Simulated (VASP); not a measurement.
# MgI2 (P-3m1) in VASP: further runs, part 2 of 2

VASP 6.6.1. The steps go on from the part before.

### 5 Single point, PBE

This run uses another cell than the first one, of 42.47 Å³/atom, 1.137 times its volume.

Contents of INCAR:

```
PREC = Accurate
ENCUT = 520
EDIFF = 1E-6
ISMEAR = 0
SIGMA = 0.05
LREAL = False
LASPH = True
NELM = 80
ALGO = Normal
ISIF = 2
LWAVE = False
LCHARG = False
GGA = PE
NBANDS = 15
```

Contents of KPOINTS:

```
Automatic mesh
0
Gamma
  6 6 4
```

Contents of POSCAR:

```
MgI2
1.0
    4.2950988506      0.0000000000      0.0000000000
   -2.1475494253      3.7196647164      0.0000000000
    0.0000000000      0.0000000000      7.9749240755
Mg I
1 2
Direct
    0.0000000000      0.0000000000      0.0000000000
    0.3333333333      0.6666666667      0.7897071656
    0.6666666667      0.3333333333      0.2102928344
```

Potentials or basis: VASP PAW PBE potentials, release 64 (Mg, I).

Launch:

```console
$ cat potpaw_PBE.64/Mg/POTCAR potpaw_PBE.64/I/POTCAR > POTCAR
$ mpirun -np 1 vasp_std > vasp.out
```

OUTCAR:

```text
PREC = Accurate
   ENCUT = 520
   EDIFF = 1E-6
   ISMEAR = 0
   LREAL = False
   LASPH = True
   NELM = 80
   ISIF = 2
   GGA = PE

 ion  position               nearest neighbor table
   1  0.000  0.000  0.000-   2 2.99   3 2.99   3 2.99   2 2.99   3 2.99   2 2.99
   2  0.333  0.667  0.790-   1 2.99   1 2.99   1 2.99
   3  0.667  0.333  0.210-   1 2.99   1 2.99   1 2.99

  LATTYP: Found a hexagonal cell.
 ALAT       =     4.2950988506
 C/A-ratio  =     1.8567498334

  Lattice vectors:

 A1 = (   4.2950988506,   0.0000000000,   0.0000000000)
 A2 = (  -2.1475494253,   3.7196647164,   0.0000000000)
 A3 = (   0.0000000000,   0.0000000000,   7.9749240755)

Analysis of symmetry for initial positions (statically):
[... 33 lines left out ...]
                                     Primitive cell

  volume of cell :     127.4100

  direct lattice vectors                    reciprocal lattice vectors
     4.295098851  0.000000000  0.000000000     0.232823512  0.134420717  0.000000000
    -2.147549425  3.719664716  0.000000000     0.000000000  0.268841435  0.000000000
     0.000000000  0.000000000  7.974924075     0.000000000  0.000000000  0.125393043

  length of vectors
     4.295098851  4.295098851  7.974924075     0.268841435  0.268841435  0.125393043

  position of ions in fractional coordinates (direct lattice)
     0.000000000  0.000000000  0.000000000
     0.333333333  0.666666667  0.789707166
     0.666666667  0.333333333  0.210292834

  ion indices of the primitive-cell ions
   primitive index   ion index
                 1           1
                 2           2
                 3           3

----------------------------------------------------------------------------------------

 KPOINTS: Automatic mesh

Automatic generation of k-mesh.
 Grid dimensions read from file:
 generate k-points for:    6    6    4

 Generating k-lattice:

[... 80 lines left out ...]
     AMIX_MAG =   1.60;   BMIX_MAG =  1.00
  volume/ion in A,a.u.               =      42.47       286.60
  Fermi-wavevector in a.u.,A,eV,Ry     =   0.819811  1.549218  9.144337  0.672090
  Thomas-Fermi vector in A             =   1.930682
   LORBIT       =      0    0 simple, 1 ext, 2 COOP (PROOUT), +10 PAW based schemes
   GGA     = PE    functional components
[... 6 lines left out ...]
 Gauss-broadening in eV      SIGMA  =   0.05
  energy-cutoff  :      520.00
  volume of cell :      127.41
 maximum number of plane-waves:      3456
   NGX = 15   NGY = 15   NGZ = 29

 number of electron      16.0000000 magnetization

 Free energy of the ion-electron system (eV)
  ---------------------------------------------------
  ext. energy  EPLUGINS =         0.00000000
  ---------------------------------------------------
  free energy    TOTEN  =        -7.71738158 eV

  energy without entropy =       -7.71738158  energy(sigma->0) =       -7.71738158

 E-fermi :   0.6236     XC(G=0):  -7.1837

 val. band max:        0.4090904004   @ k =   0.0000   0.0000   0.0000
 cond. band min:       3.9841604556   @ k =   0.0000   0.0000   0.0000
 fundamental gap:      3.5750700552
 Fermi energy:         0.6235577825

 k-point     1 :       0.0000    0.0000    0.0000
  band No.  band energies     occupation
      1     -11.1234      2.00000
      2     -10.6367      2.00000
      3      -2.3253      2.00000
      4       0.1419      2.00000
      5       0.1419      2.00000
      6       0.2245      2.00000
      7       0.4091      2.00000
      8       0.4091      2.00000
      9       3.9842      0.00000
     10       5.2685      0.00000
     11       7.0211      0.00000
     12       7.0211      0.00000
     13       7.3735      0.00000
     14       8.5580      0.00000
[... 401 lines left out ...]
      2     -10.4712      2.00000
      3      -2.3821      2.00000
      4      -1.7329      2.00000
      5      -1.7329      2.00000
      6      -1.2207      2.00000
      7      -0.0667      2.00000
      8      -0.0667      2.00000
      9       4.9136      0.00000
     10       6.6239      0.00000
     11       6.6239      0.00000
     12       8.1264      0.00000
     13       8.5775      0.00000
     14       8.6418      0.00000
     15       9.0001      0.00000

------------------------ aborting loop because EDIFF is reached ----------------------------------------

  FORCE on cell =-STRESS in cart. coord.  units (eV):
  Direction    XX          YY          ZZ          XY          YZ          ZX
  --------------------------------------------------------------------------------------
  -------------------------------------------------------------------------------------
  Total       -0.9496851     -0.9496851     -0.5542799      0.0000000      0.0000000      0.0000000
  in kB      -11.9422643    -11.9422643     -6.9700544      0.0000000      0.0000000      0.0000000
  external PRESSURE =     -10.2848610 kB  Pullay stress =       0.0000000 kB

 VOLUME and BASIS-vectors are now :
 -----------------------------------------------------------------------------
  energy-cutoff  :      520.00
  volume of cell :      127.41
      direct lattice vectors                 reciprocal lattice vectors
     4.295098851  0.000000000  0.000000000     0.232823512  0.134420717  0.000000000
    -2.147549425  3.719664716  0.000000000     0.000000000  0.268841435  0.000000000
     0.000000000  0.000000000  7.974924075     0.000000000  0.000000000  0.125393043

 POSITION                                       TOTAL-FORCE (eV/Angst)
 -----------------------------------------------------------------------------------
      0.00000      0.00000      0.00000        -0.000000      0.000000      0.000000
     -0.00000      2.47978      6.29785        -0.000000      0.000000      0.158732
      2.14755      1.23989      1.67707         0.000000      0.000000     -0.158732
 -----------------------------------------------------------------------------------
    total drift:                                0.000000     -0.000000      0.000000

  FREE ENERGIE OF THE ION-ELECTRON SYSTEM (eV)
  ---------------------------------------------------
  free  energy   TOTEN  =        -7.7173815793 eV

  energy  without entropy=       -7.7173815793  energy(sigma->0) =       -7.71738158
```

Run time: 20 s. Hardware: 1 thread of AMD EPYC 9R45 (Zen 5), shared host; peak memory 0.22 GiB.

Results:

- Free energy: -7.7174 eV
- Pressure: -1.0 GPa
- Largest force: 0.159 eV/Å
- Band gap on the k mesh: 3.58 eV, direct

Forces in eV/Å, atoms in the order of the input:
```
Mg   0.000  0.000  0.000
I    0.000  0.000  0.159
I    0.000  0.000 -0.159
```

Caveat: spin-orbit coupling is left out, which moves the levels of the heavy elements; this functional lacks dispersion, which binds the layers, so the pressure and a relaxed spacing across them are unreliable.

### 6 Single point, PBE

This run uses another cell than the first one, of 42.47 Å³/atom, 1.137 times its volume.

Contents of INCAR:

```
SYSTEM = MgI2
ALGO = Normal
EDIFF = 1E-6
ENCUT = 520
GGA = PE
ISIF = 2
ISMEAR = 0
LASPH = .True.
LCHARG = .False.
LREAL = .False.
LWAVE = .False.
NBANDS = 15
NELM = 100
PREC = Accurate
SIGMA = 0.05
```

Contents of KPOINTS:

```
k-points
0
Gamma
  6 6 4
  0 0 0
```

Contents of POSCAR:

```
MgI2
1.0
    4.2950988506      0.0000000000      0.0000000000
   -2.1475494253      3.7196647164      0.0000000000
    0.0000000000      0.0000000000      7.9749240755
Mg I
1 2
Direct
    0.0000000000      0.0000000000      0.0000000000
    0.3333333333      0.6666666667      0.7743456377
    0.6666666667      0.3333333333      0.2256543623
```

Potentials or basis: VASP PAW PBE potentials, release 64 (Mg, I).

Launch:

```console
$ cat potpaw_PBE.64/Mg/POTCAR potpaw_PBE.64/I/POTCAR > POTCAR
$ mpirun -np 1 vasp_std > vasp.out
```

It took 22 s on 1 thread of AMD EPYC 9R45 (Zen 5), shared host; peak memory 0.22 GiB.

Results (log left out):

```yaml
Free_energy: -7.6183 eV
Pressure: -2.2 GPa
Largest_force: 0.634 eV/Å
Band_gap_on_the_k_mesh: 3.24 eV, direct
```

Forces in eV/Å, atoms in the order of the input:
```
Mg   0.000  0.000  0.000
I    0.000  0.000  0.634
I    0.000  0.000 -0.634
```

Stress tensor (GPa, compression positive):
```
-1.93  0.00  0.00
 0.00 -1.93  0.00
 0.00  0.00 -2.85
```

Levels at points of the mesh, in eV from the valence-band top:
| k point | band 5 | band 6 | band 7 | band 8 | band 9 | band 10 | band 11 | band 12 |
| --- | --- | --- | --- | --- | --- | --- | --- | --- |
| (0.00, 0.00, 0.00) | -0.20 | -0.20 | 0.00 | 0.00 | 3.24 | 4.86 | 6.64 | 6.64 |
| (0.50, 0.00, 0.00) | -1.35 | -0.94 | -0.68 | -0.37 | 3.41 | 5.23 | 5.68 | 6.89 |
| (0.00, 0.00, 0.50) | -0.18 | -0.18 | -0.02 | -0.02 | 3.91 | 4.78 | 6.59 | 6.59 |
| (0.50, 0.00, 0.50) | -1.12 | -0.90 | -0.67 | -0.43 | 3.30 | 5.19 | 5.74 | 6.10 |

Caveat: spin-orbit coupling is left out, which moves the levels of the heavy elements; this functional lacks dispersion, which binds the layers, so the pressure and a relaxed spacing across them are unreliable. A k mesh can miss the band edges.

### 7 Overview

| cell | gap on the mesh (eV) | pressure (GPa) | largest force (eV/Å) |
| --- | --- | --- | --- |
| a = 4.115, b = 4.115, c = 7.641 Å, angles 90.0, 90.0, 120.0°, 3 atoms | 3.77 | 4.6 | 1.28 |
| a = 4.273, b = 4.273, c = 7.935 Å, angles 90.0, 90.0, 120.0°, 3 atoms | 3.55 | -1.1 | 0.22 |
| a = 4.295, b = 4.295, c = 7.975 Å, angles 90.0, 90.0, 120.0°, 3 atoms | 3.24 | -2.2 | 0.63 |

Some of these runs hold the atoms at other places in the same cell, which the table doesn't show; runs alike in all that it shows share one row.

Alike in all rows: task single point; level PBE; potentials or basis VASP PAW PBE potentials, release 64 (Mg, I); no spin polarisation; k mesh 6 × 6 × 4; cutoff (eV) 520; smearing gaussian 0.05 eV.

Caveats: spin-orbit coupling is left out, which moves the levels of the heavy elements; this functional lacks dispersion, which binds the layers, so the pressure and a relaxed spacing across them are unreliable; forces of over 1 eV/Å act on the atoms, so gaps and moduli don't describe the material at rest (some runs).

Total energies depend on the potentials used, so only differences within one code and one set of settings carry meaning.
